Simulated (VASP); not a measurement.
Write the native input for VASP 6.6.1 that does the following.

* Task: single point
* Functional: PBE
* Potentials or basis: VASP PAW PBE potentials, release 64 (Be, Te)
* Cutoff: 520 eV
* k mesh: 8 × 8 × 8
* Occupations: fermi-dirac, width 0.02 eV
* Spin: no spin polarisation
* Dipole correction: no
* Further INCAR settings: ALGO = Normal; EDIFF = 1e-06; NBANDS = 11

The structure of BeTe lies in POSCAR:

```
BeTe
1.0
    0.0000000000      2.8318743933      2.8318743933
    2.8318743933      0.0000000000      2.8318743933
    2.8318743933      2.8318743933      0.0000000000
Be Te
1 1
Direct
    0.0000000000      0.0000000000      0.0000000000
    0.2500000000      0.2500000000      0.2500000000
```

The input as run:

INCAR

```
SYSTEM = BeTe
PREC = Accurate
ENCUT = 520
EDIFF = 1E-6
ISMEAR = -1
SIGMA = 0.02
LREAL = .FALSE.
LASPH = .TRUE.
NELM = 60
ALGO = Normal
ISIF = 2
LWAVE = .FALSE.
LCHARG = .FALSE.
GGA = PE
NBANDS = 11
```

KPOINTS

```
Automatic mesh
0
G
  8 8 8
  0 0 0
```

Potentials or basis: VASP PAW PBE potentials, release 64 (Be, Te).

Launch:

```console
$ cat potpaw_PBE.64/Be/POTCAR potpaw_PBE.64/Te/POTCAR > POTCAR
$ mpirun -np 1 vasp_std > vasp.out
```

It gave:

| Quantity | Value |
| --- | --- |
| Pressure | 0.1 GPa |
| Band gap on the k mesh | 2.01 eV, indirect (least direct gap 3.62 eV) |

Caveat: spin-orbit coupling is left out, which moves the levels of the heavy elements.

Wall time 7.2 s on 1 thread of Intel(R) Xeon(R) 6975P-C (Granite Rapids) (shared host), peak memory 0.17 GiB.
